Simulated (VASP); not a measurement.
# Yb (Fm-3m) in VASP: a series of runs

Runs on Yb. Level: r2SCAN. Tasks: single point.

Program: VASP 6.6.1. These are calculated values, not measurements. Logs are shortened: lines on timing, memory, paths and dates and some standing lists are left out, and cuts for length are marked.

## 1. The cell of the first run

Symmetry: Fm-3m, No. 225, cubic system. The conventional cell has a = 5.219 Å, b = 5.219 Å, c = 5.219 Å, α = 90.00°, β = 90.00°, γ = 90.00°. Yb (site symmetry m-3m) has 12 Yb at 3.69 Å within 4.8 Å.

## 2. Single point, r2SCAN

Input file POSCAR:

```
Yb
1.0
    0.0000000000      2.6096620394      2.6096620394
    2.6096620394      0.0000000000      2.6096620394
    2.6096620394      2.6096620394      0.0000000000
Yb
1
Direct
    0.0000000000      0.0000000000      0.0000000000
```

Input file INCAR.step1:

```
SYSTEM = Yb
PREC = Accurate
ENCUT = 520
ISMEAR = -1
SIGMA = 0.1
LREAL = .FALSE.
LASPH = .TRUE.
NELM = 100
NBANDS = 18
GGA = PE
ALGO = Normal
EDIFF = 1E-4
LWAVE = .TRUE.
LCHARG = .FALSE.
```

Input file INCAR.step2:

```
SYSTEM = Yb
PREC = Accurate
ENCUT = 520
EDIFF = 1E-6
ISMEAR = -1
SIGMA = 0.1
LREAL = .FALSE.
LASPH = .TRUE.
NELM = 100
ALGO = Normal
ISIF = 2
LWAVE = .FALSE.
LCHARG = .FALSE.
METAGGA = R2SCAN
LMIXTAU = .TRUE.
NBANDS = 18
ISTART = 1
```

Input file KPOINTS:

```
regular mesh
0
G
  11 11 11
  0 0 0
```

Potentials or basis: VASP PAW PBE potentials, release 64 (Yb).

Run with:

```console
$ cat potpaw_PBE.64/Yb/POTCAR > POTCAR
$ cp INCAR.step1 INCAR
$ mpirun -np 1 vasp_std > vasp.out
$ cp INCAR.step2 INCAR
$ mpirun -np 1 vasp_std > vasp.out
```

OUTCAR:

```text
SYSTEM = Yb
   PREC = Accurate
   ENCUT = 520
   EDIFF = 1E-6
   ISMEAR = -1
   LREAL = .FALSE.
   LASPH = .TRUE.
   NELM = 100
   ISIF = 2
   METAGGA = R2SCAN
   ISTART = 1

 ion  position               nearest neighbor table
   1  0.000  0.000  0.000-

  LATTYP: Found a face centered cubic cell.
 ALAT       =     5.2193240788

  Lattice vectors:

 A1 = (   0.0000000000,   2.6096620394,   2.6096620394)
 A2 = (   2.6096620394,   0.0000000000,   2.6096620394)
 A3 = (   2.6096620394,   2.6096620394,   0.0000000000)

Analysis of symmetry for initial positions (statically):
=====================================================================
 Subroutine PRICEL returns:
 Original cell was already a primitive cell.

 Routine SETGRP: Setting up the symmetry group for a
 face centered cubic supercell.

 Subroutine GETGRP returns: Found 48 space group operations
 (whereof 48 operations were pure point group operations)
 out of a pool of 48 trial point group operations.

The static configuration has the point symmetry O_h .

Analysis of symmetry for dynamics (positions and initial velocities):
=====================================================================
 Subroutine PRICEL returns:
 Original cell was already a primitive cell.

 Routine SETGRP: Setting up the symmetry group for a
 face centered cubic supercell.

 Subroutine GETGRP returns: Found 48 space group operations
 (whereof 48 operations were pure point group operations)
 out of a pool of 48 trial point group operations.

The dynamic configuration has the point symmetry O_h .

 Subroutine INISYM returns: Found 48 space group operations
 (whereof 48 operations are pure point group operations),
 and found     1 'primitive' translations

----------------------------------------------------------------------------------------

                                     Primitive cell

  volume of cell :      35.5454

  direct lattice vectors                    reciprocal lattice vectors
     0.000000000  2.609662039  2.609662039    -0.191595690  0.191595690  0.191595690
     2.609662039  0.000000000  2.609662039     0.191595690 -0.191595690  0.191595690
     2.609662039  2.609662039  0.000000000     0.191595690  0.191595690 -0.191595690

  length of vectors
     3.690619449  3.690619449  3.690619449     0.331853470  0.331853470  0.331853470

  position of ions in fractional coordinates (direct lattice)
     0.000000000  0.000000000  0.000000000

  ion indices of the primitive-cell ions
   primitive index   ion index
                 1           1

----------------------------------------------------------------------------------------

 KPOINTS: regular mesh

Automatic generation of k-mesh.
 Grid dimensions read from file:
 generate k-points for:   11   11   11

 Generating k-lattice:

  Cartesian coordinates                     Fractional coordinates (reciprocal lattice)
    -0.017417790  0.017417790  0.017417790     0.090909091  0.000000000  0.000000000
     0.017417790 -0.017417790  0.017417790     0.000000000  0.090909091  0.000000000
     0.017417790  0.017417790 -0.017417790     0.000000000  0.000000000  0.090909091

  Length of vectors
     0.030168497  0.030168497  0.030168497

  Shift w.r.t. Gamma in fractional coordinates (k-lattice)
     0.000000000  0.000000000  0.000000000

 Subroutine IBZKPT returns following result:
 ===========================================

 Found     56 irreducible k-points:

 Following reciprocal coordinates:
            Coordinates               Weight
  0.000000  0.000000  0.000000      1.000000
  0.090909  0.000000  0.000000      8.000000
  0.181818  0.000000  0.000000      8.000000
  0.272727  0.000000  0.000000      8.000000
  0.363636  0.000000  0.000000      8.000000
  0.454545  0.000000  0.000000      8.000000
[... 16 lines left out ...]
 -0.272727  0.181818  0.000000     24.000000
 -0.181818  0.181818  0.000000     12.000000
 [... further k-points ...]
   k-points           NKPTS =     56   k-points in BZ     NKDIM =     56   number of bands    NBANDS=     18
   number of dos      NEDOS =    301   number of ions     NIONS =      1
   total plane-waves  NPLWV =  21952
   dimension x,y,z NGX =    28 NGY =   28 NGZ =   28
   dimension x,y,z NGXF=    56 NGYF=   56 NGZF=   56
   ions per type =               1
   NGX,Y,Z   is equivalent  to a cutoff of  12.61, 12.61, 12.61 a.u.
   NGXF,Y,Z  is equivalent  to a cutoff of  25.23, 25.23, 25.23 a.u.
 SYSTEM =  Yb
   PREC   = accura    normal or accurate (medium, high low for compatibility)
   ISTART =      1    job   : 0-new  1-cont  2-samecut
   ICHARG =      0    charge: 1-file 2-atom 10-const
   ISPIN  =      1    spin polarized calculation?
   LNONCOLLINEAR =      F non collinear calculations
   LSORBIT =      F    spin-orbit coupling
   LASPH  =      T    aspherical Exc in radial PAW
   ENCUT  =  520.0 eV  38.22 Ry    6.18 a.u.   6.86  6.86  6.86*2*pi/ulx,y,z
   NELM   =    100;   NELMIN=  2; NELMDL=  0     # of ELM steps
   EDIFF  = 0.1E-05   stopping-criterion for ELM
   LREAL  =      F    real-space projection
   EDIFFG = 0.1E-04   stopping-criterion for IOM
   NSW    =      0    number of steps for IOM
   IBRION =     -1    ionic relax: 0-MD 1-quasi-New 2-CG
   NFREE  =      0    steps in history (QN), initial steepest desc. (CG)
   ISIF   =      2    stress and relaxation
   ISYM   =      2    0-nonsym 1-usesym 2-fastsym
   POTIM  = 0.5000    time-step for ionic-motion
   TEBEG  =    0.0;   TEEND  =   0.0 temperature during run
   PSTRESS=    0.0 pullay stress
   NELECT =      24.0000    total number of electrons
   NUPDOWN=      -1.0000    fix difference up-down
   EMIN   =  10.00;   EMAX   =-10.00  energy-range for DOS
   EFERMI =   0.00;   METHOD = LEGACY
   ISMEAR =    -1;   SIGMA  =   0.10  broadening in eV -4-tet -1-fermi 0-gaus
   EFERMI_NEDOS =   21; number of points for ismear=-14 and -15
   IALGO  =     38    algorithm
   IMIX   =      4    mixing-type and parameters
     AMIX     =   0.40;   BMIX     =  1.00
     AMIX_MAG =   1.60;   BMIX_MAG =  1.00
  volume/ion in A,a.u.               =      35.55       239.87
  Fermi-wavevector in a.u.,A,eV,Ry     =   1.436209  2.714041 28.064687  2.062696
  Thomas-Fermi vector in A             =   2.555423
   LORBIT       =      0    0 simple, 1 ext, 2 COOP (PROOUT), +10 PAW based schemes
   METAGGA = R2SCAN    functional components
   LHFCALC =     F    Hartree Fock is set to
   AEXX    =    0.0000 exact exchange contribution
   IVDW    =     0    specifies the selected vdW correction
   LEPSILON=     F    determine dielectric tensor
   LRPA    =     F    only Hartree local field effects (RPA)
 non-spin polarized calculation
  energy-cutoff  :      520.00
  volume of cell :       35.55
 maximum number of plane-waves:       969
   NGX = 13   NGY = 13   NGZ = 13

 number of electron      24.0000014 magnetization

 Free energy of the ion-electron system (eV)
  ---------------------------------------------------
  ext. energy  EPLUGINS =         0.00000000
  ---------------------------------------------------
  free energy    TOTEN  =       -35.56637691 eV

  energy without entropy =      -35.47475518  energy(sigma->0) =      -35.52056605

 E-fermi :   1.6015     XC(G=0): -10.1952

 val. band max:        1.4987905176   @ k =  -0.2727   0.4545   0.1818
 cond. band min:       1.6179793828   @ k =  -0.3636   0.2727   0.0909
 fundamental gap:      0.1191888652
 Fermi energy:         1.6014506406

 k-point     1 :       0.0000    0.0000    0.0000
  band No.  band energies     occupation
      1     -51.8490      2.00000
      2     -23.3885      2.00000
      3     -23.3883      2.00000
      4     -23.3883      2.00000
      5      -3.8365      2.00000
      6       1.0068      1.99478
[... 10 lines left out ...]
     17       6.9500      0.00000
     18      11.4934      0.00000

 k-point     2 :       0.0909    0.0000    0.0000
  band No.  band energies     occupation
      1     -51.8476      2.00000
      2     -23.4175      2.00000
      3     -23.3922      2.00000
      4     -23.3920      2.00000
      5      -3.6359      2.00000
      6       1.0091      1.99466
[... 10 lines left out ...]
     17       6.8235      0.00000
     18      11.9839      0.00000

 k-point     3 :       0.1818    0.0000    0.0000
  band No.  band energies     occupation
      1     -51.8436      2.00000
      2     -23.4948      2.00000
      3     -23.4022      2.00000
      4     -23.4021      2.00000
      5      -3.0606      2.00000
      6       1.0161      1.99428
[... 10 lines left out ...]
     17       6.6869      0.00000
     18      12.0027      0.00000

 k-point     4 :       0.2727    0.0000    0.0000
  band No.  band energies     occupation
      1     -51.8385      2.00000
      2     -23.5939      2.00000
      3     -23.4153      2.00000
      4     -23.4152      2.00000
      5      -2.1945      2.00000
      6       1.0261      1.99367
[... 10 lines left out ...]
     17       7.0153      0.00000
     18      10.9477      0.00000

 k-point     5 :       0.3636    0.0000    0.0000
  band No.  band energies     occupation
      1     -51.8337      2.00000
      2     -23.6831      2.00000
      3     -23.4273      2.00000
      4     -23.4271      2.00000
      5      -1.1994      2.00000
      6       1.0258      1.99370
[... 10 lines left out ...]
     17       7.7541      0.00000
     18      10.1870      0.00000

 k-point     6 :       0.4545    0.0000    0.0000
  band No.  band energies     occupation
      1     -51.8309      2.00000
      2     -23.7353      2.00000
      3     -23.4344      2.00000
      4     -23.4342      2.00000
      5      -0.3957      2.00000
      6       1.0100      1.99461
[... 307 lines left out ...]
 k-point    21 :      -0.4545    0.1818    0.0000
  band No.  band energies     occupation
      1     -51.8283      2.00000
      2     -23.7067      2.00000
      3     -23.5045      2.00000
      4     -23.4556      2.00000
      5       0.3912      1.99999
      6       1.0068      1.99478
[... 10 lines left out ...]
     17       8.3909      0.00000
     18       9.4117      0.00000

 k-point    22 :      -0.3636    0.1818    0.0000
  band No.  band energies     occupation
      1     -51.8292      2.00000
      2     -23.6899      2.00000
      3     -23.5119      2.00000
      4     -23.4434      2.00000
      5       0.0192      2.00000
      6       1.0163      1.99426
[... 10 lines left out ...]
     17       8.6991      0.00000
     18       9.8551      0.00000

 k-point    23 :      -0.2727    0.1818    0.0000
  band No.  band energies     occupation
      1     -51.8323      2.00000
      2     -23.6428      2.00000
      3     -23.5009      2.00000
      4     -23.4272      2.00000
      5      -0.9288      2.00000
      6       1.0345      1.99313
[... 10 lines left out ...]
     17       8.7317      0.00000
     18      10.6978      0.00000

 k-point    24 :      -0.1818    0.1818    0.0000
  band No.  band energies     occupation
      1     -51.8367      2.00000
      2     -23.5847      2.00000
      3     -23.4699      2.00000
      4     -23.4120      2.00000
      5      -1.8860      2.00000
      6       1.0344      1.99313
[... 10 lines left out ...]
     17       7.9646      0.00000
     18      11.8658      0.00000

 [... further k-points ...]

------------------------ aborting loop because EDIFF is reached ----------------------------------------

  FORCE on cell =-STRESS in cart. coord.  units (eV):
  Direction    XX          YY          ZZ          XY          YZ          ZX
  --------------------------------------------------------------------------------------
  -------------------------------------------------------------------------------------
  Total       -0.1902803     -0.1902803     -0.1902803     -0.0000000      0.0000000     -0.0000000
  in kB       -8.5767274     -8.5767274     -8.5767274     -0.0000000      0.0000000     -0.0000000
  external PRESSURE =      -8.5767274 kB  Pullay stress =       0.0000000 kB

 VOLUME and BASIS-vectors are now :
 -----------------------------------------------------------------------------
  energy-cutoff  :      520.00
  volume of cell :       35.55
      direct lattice vectors                 reciprocal lattice vectors
     0.000000000  2.609662039  2.609662039    -0.191595690  0.191595690  0.191595690
     2.609662039  0.000000000  2.609662039     0.191595690 -0.191595690  0.191595690
     2.609662039  2.609662039  0.000000000     0.191595690  0.191595690 -0.191595690

 POSITION                                       TOTAL-FORCE (eV/Angst)
 -----------------------------------------------------------------------------------
      0.00000      0.00000      0.00000         0.000000     -0.000000     -0.000000
 -----------------------------------------------------------------------------------
    total drift:                               -0.000000      0.000000     -0.000000

  FREE ENERGIE OF THE ION-ELECTRON SYSTEM (eV)
  ---------------------------------------------------
  free  energy   TOTEN  =       -35.5663769090 eV

  energy  without entropy=      -35.4747551812  energy(sigma->0) =      -35.52056605
```

Wall time 3.6 min (1 thread of AMD EPYC 7R43 (Zen 3), shared host); peak memory 0.17 GiB.

What came out:

* Free energy: -35.5664 eV
* Pressure: -0.9 GPa

Caveat: the PAW data sets were made with another functional, which shifts forces and pressure a little; spin-orbit coupling is left out, which moves the levels of the heavy elements. Spin polarisation is off, so any magnetic state and its effect on volume and gap are missing.

## 3. Single point, r2SCAN

POSCAR is that of step 2.

Changes to INCAR.step1 since step 2:

```diff
@@ -7,3 +7,3 @@
 LASPH = .TRUE.
-NELM = 100
+NELM = 80
 NBANDS = 18
```

Input file INCAR.step2:

```
SYSTEM = Yb
PREC = Accurate
ENCUT = 520
EDIFF = 1E-6
ISMEAR = -1
SIGMA = 0.1
LREAL = .FALSE.
LASPH = .TRUE.
NELM = 80
ALGO = Normal
ISIF = 2
LWAVE = .FALSE.
LCHARG = .TRUE.
METAGGA = R2SCAN
LMIXTAU = .TRUE.
LELF = .TRUE.
LVHAR = .TRUE.
NBANDS = 18
ISTART = 1
```

Input file KPOINTS:

```
regular mesh
0
G
  15 15 15
  0 0 0
```

Potentials or basis: VASP PAW PBE potentials, release 64 (Yb).

Run with:

```console
$ cat potpaw_PBE.64/Yb/POTCAR > POTCAR
$ cp INCAR.step1 INCAR
$ mpirun -np 1 vasp_std > vasp.out
$ cp INCAR.step2 INCAR
$ mpirun -np 1 vasp_std > vasp.out
```

It took 13 min on 1 thread of AMD EPYC 7R43 (Zen 3), shared host; peak memory 0.2 GiB.

It converged, with:

```yaml
Free_energy: -35.5660 eV
Pressure: -0.2 GPa
```

Levels at points of the mesh, in eV from the Fermi level:
```
           k point  band 8  band 9  band 10  band 11  band 12  band 13  band 14  band 15  band 16  band 17
(0.00, 0.00, 0.00)   -0.52   -0.52    -0.46    -0.46    -0.46     3.13     3.13     3.13     5.35     5.35
```

Caveat: the PAW data sets were made with another functional, which shifts forces and pressure a little; spin-orbit coupling is left out, which moves the levels of the heavy elements.

## 4. Single point, r2SCAN

POSCAR is that of step 3.

Input file INCAR.step1:

```
ALGO = Normal ; EDIFF = 1E-4
ENCUT = 520 ; GGA = PE
ISMEAR = -1 ; LASPH = True
LCHARG = False ; LREAL = False
LWAVE = True ; NBANDS = 18
NELM = 100 ; PREC = Accurate
SIGMA = 0.1
```

Input file INCAR.step2:

```
ALGO = Normal ; EDIFF = 1E-6
ENCUT = 520 ; ISIF = 2
ISMEAR = -1 ; ISTART = 1
LASPH = True ; LCHARG = False
LMIXTAU = True ; LREAL = False
LWAVE = False ; METAGGA = R2SCAN
NBANDS = 18 ; NELM = 100
PREC = Accurate ; SIGMA = 0.1
```

Input file KPOINTS:

```
k-points
0
Gamma
  17 17 17
```

Run with:

```console
$ cat potpaw_PBE.64/Yb/POTCAR > POTCAR
$ cp INCAR.step1 INCAR
$ mpirun -np 1 vasp_std > vasp.out
$ cp INCAR.step2 INCAR
$ mpirun -np 1 vasp_std > vasp.out
```

Wall time 20 min (1 thread of AMD EPYC 7R43 (Zen 3), shared host); peak memory 0.23 GiB.

The run converged. Its results:

- Free energy: -35.5660 eV
- Pressure: -0.4 GPa
- Band gap on the k mesh: zero (bands 12 and 13 overlap by 0.01 eV)

Levels at points of the mesh, in eV from the Fermi level:
```
           k point  band 10  band 11  band 12  band 13  band 14  band 15
(0.00, 0.00, 0.00)    -0.46    -0.46    -0.46     3.13     3.13     3.13
```

Caveat: the PAW data sets were made with another functional, which shifts forces and pressure a little; spin-orbit coupling is left out, which moves the levels of the heavy elements. Spin polarisation is off, so any magnetic state and its effect on volume and gap are missing.

## 5. Overview

| k mesh | pressure (GPa) |
| --- | --- |
| 11 × 11 × 11 | -0.9 |
| 15 × 15 × 15 | -0.2 |
| 17 × 17 × 17 | -0.4 |

Alike in all rows: task single point; level r2SCAN; potentials or basis VASP PAW PBE potentials, release 64 (Yb); no spin polarisation; cell as given; cutoff (eV) 520; smearing fermi-dirac 0.1 eV.

Caveats: the PAW data sets were made with another functional, which shifts forces and pressure a little; spin-orbit coupling is left out, which moves the levels of the heavy elements.

Absolute energies hang on the potentials; compare differences alone.

The gap in the log of VASP goes by the Fermi energy; the results here count the filled bands.